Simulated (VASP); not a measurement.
Here is a VASP 6.6.1 calculation.

The input INCAR:

```
SYSTEM = Tl
PREC = Accurate
ENCUT = 520
EDIFF = 1E-6
ISMEAR = 0
SIGMA = 0.1
LREAL = .False.
LASPH = .True.
NELM = 100
ALGO = Normal
ISIF = 2
LWAVE = .False.
LCHARG = .True.
GGA = PE
LELF = .True.
LVHAR = .True.
NBANDS = 26
```

The input KPOINTS:

```
regular mesh
0
Gamma
  6 6 6
  0 0 0
```

Contents of POSCAR:

```
Tl
1.0
    1.7810518452      1.0282907623      8.2404167867
   -1.7810518452      1.0282907623      8.2404167867
    0.0000000000     -2.0565815246      8.2404167867
Tl
3
Direct
    0.0000000000      0.0000000000      0.0000000000
    0.2209406600      0.2209406600      0.2209406600
    0.7790593400      0.7790593400      0.7790593400
```

Potentials or basis: VASP PAW PBE potentials, release 64 (Tl_d).

Run with:

```console
$ cat potpaw_PBE.64/Tl_d/POTCAR > POTCAR
$ mpirun -np 1 vasp_std > vasp.out
```

**Question.** What does it give for the pressure?

**Answer.** 1.0 GPa.

**Question.** Estimate the band gap on the k mesh.

**Answer.** Zero (an odd number of electrons rules out a gap without spin polarisation).

**Question.** Predict the largest force.

**Answer.** 0.032 eV/Å.

Stress tensor (GPa, compression positive):
```
0.74 0.00 0.00
0.00 0.74 0.00
0.00 0.00 1.37
```

Caveat: spin-orbit coupling is left out, which moves the levels of the heavy elements.
